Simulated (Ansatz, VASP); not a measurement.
## MnO: VASP beside Ansatz

```
Mn O
1.0
     0.00000    2.22200    2.22200
     2.22200    0.00000    2.22200
     2.22200    2.22200    0.00000
Mn O
1 1
Direct
  0.00000 0.00000 0.00000
  0.50000 0.50000 0.50000
```

Alike in both runs: task single point; functional PBE; k mesh 10 × 10 × 10; occupations fermi-dirac, width 0.05 eV; collinear spin.

```csv
,VASP,Ansatz
version,VASP 6.6.1,Ansatz 0.2.0
potentials or method,"VASP PAW PBE potentials, release 64 (Mn_pv, O)",Ansatz PAW
plane-wave cutoff (eV),520,420
valence electrons in the cell,19,21
```

VASP gave:

| Property | Result |
| --- | --- |
| gap on the k mesh at the Fermi level (eV) | none |
| pressure (GPa) | 0.6 |
| net moment per atom (μB) | 2.39 |
| size of the moment on the site where the two differ most (μB) | 4.34 |

Problem. Estimate Ansatz's values.

Solution. gap on the k mesh at the Fermi level (eV): none; pressure (GPa): 0.4; net moment per atom (μB): 2.39; size of the moment on the site where the two differ most (μB): 4.06.

Site moments also hang on the region over which each program counts them. A gap of «none» marks a metal or a gap that the smearing closes. VASP's potentials hold 19 valence electrons a cell and Ansatz's 21, so a difference there can come from the potentials and not from the codes.
